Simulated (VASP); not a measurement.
Set up this calculation in VASP 6.6.1, as the native input.

| Quantity | Value |
| --- | --- |
| Task | single point |
| Functional | PBE |
| Potentials or basis | VASP PAW PBE potentials, release 64 (Ir) |
| Cutoff | 520 eV |
| k mesh | 12 × 12 × 12 |
| Occupations | gaussian, width 0.012 eV |
| Spin | no spin polarisation |
| Dipole correction | no |
| Further INCAR settings | ALGO = Normal; EDIFF = 1e-06; NBANDS = 10 |

The structure of Ir lies in POSCAR:

```
Ir
1.0
    0.0000000000      1.9156000000      1.9156000000
    1.9156000000      0.0000000000      1.9156000000
    1.9156000000      1.9156000000      0.0000000000
Ir
1
Direct
    0.0000000000      0.0000000000      0.0000000000
```

These files were run (other wordings do the same):

INCAR

```
  PREC = Accurate
  ENCUT = 520
  EDIFF = 1E-6
  ISMEAR = 0
  SIGMA = 0.012
  LREAL = False
  LASPH = True
  NELM = 80
  ALGO = Normal
  ISIF = 2
  LWAVE = False
  LCHARG = True
  GGA = PE
  LELF = True
  LVHAR = True
  NBANDS = 10
```

KPOINTS

```
Automatic mesh
0
Gamma
  12 12 12
```

Potentials or basis: VASP PAW PBE potentials, release 64 (Ir).

The run is started by

```sh
$ cat potpaw_PBE.64/Ir/POTCAR > POTCAR
$ mpirun -np 1 vasp_std > vasp.out
```

Results of the run:

```yaml
Pressure: 11.8 GPa
```

Wall time 16 s on 1 thread of Intel Xeon 8259CL, with other jobs on the host, peak memory 0.13 GiB.
